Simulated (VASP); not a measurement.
## TaN: single point with PBEsol

The system is TaN.

```xyz
6
Lattice="5.1960 0.0000 0.0000 -2.5980 4.4999 0.0000 0.0000 0.0000 2.9110" Properties=species:S:1:pos:R:3 pbc="T T T"
Ta    0.0000    0.0000    0.0000
Ta    2.5980    1.5000    1.4555
Ta    0.0000    2.9999    1.4555
N    -1.0206    1.7678    0.0000
N     1.5774    2.7321    0.0000
N     2.0412    0.0000    0.0000
```

```
Program             : VASP 6.6.1
Task                : single point
Functional          : PBEsol
Potentials or basis : VASP PAW PBE potentials, release 64 (Ta_sv_GW, N)
Cutoff              : 700 eV
k mesh              : 5 × 5 × 7
Occupations         : fermi-dirac, width 0.05 eV
Spin                : non-collinear spin, zero start, spin-orbit coupling
Starting moments    : [[0.0, 0.0, 0.0], [0.0, 0.0, 0.0], [0.0, 0.0, 0.0], [0.0, 0.0, 0.0], [0.0, 0.0, 0.0], [0.0, 0.0, 0.0]] μB
```

The pressure is -3.7 GPa. The largest force is 0.004 eV/Å, the net moment is 0.00 μB per cell and the valence electrons inside the program's atomic spheres are Ta 11.89, 11.70 (each value once); N 3.75.

Forces on the atoms (eV/Å):
```
Ta   0.000  0.000  0.000
Ta   0.000  0.000  0.000
Ta   0.000  0.000  0.000
N   -0.002  0.003  0.000
N   -0.002 -0.003  0.000
N    0.004  0.000  0.000
```

Stress tensor (GPa, compression positive):
```
-3.42  0.00  0.00
 0.00 -3.42  0.00
 0.00  0.00 -4.39
```

Moments on the atoms (μB; x, y, z):
```
Ta  0.00 0.00 0.00
Ta  0.00 0.00 0.00
Ta  0.00 0.00 0.00
N   0.00 0.00 0.00
N   0.00 0.00 0.00
N   0.00 0.00 0.00
```

Run time: 9.3 min on 1 thread of Intel(R) Xeon(R) Platinum 8488C (Sapphire Rapids), with other jobs on the host, peak memory 0.69 GiB.

Caveat: the cell stands under tension; the PAW data sets were made with another functional, which shifts forces and pressure a little.
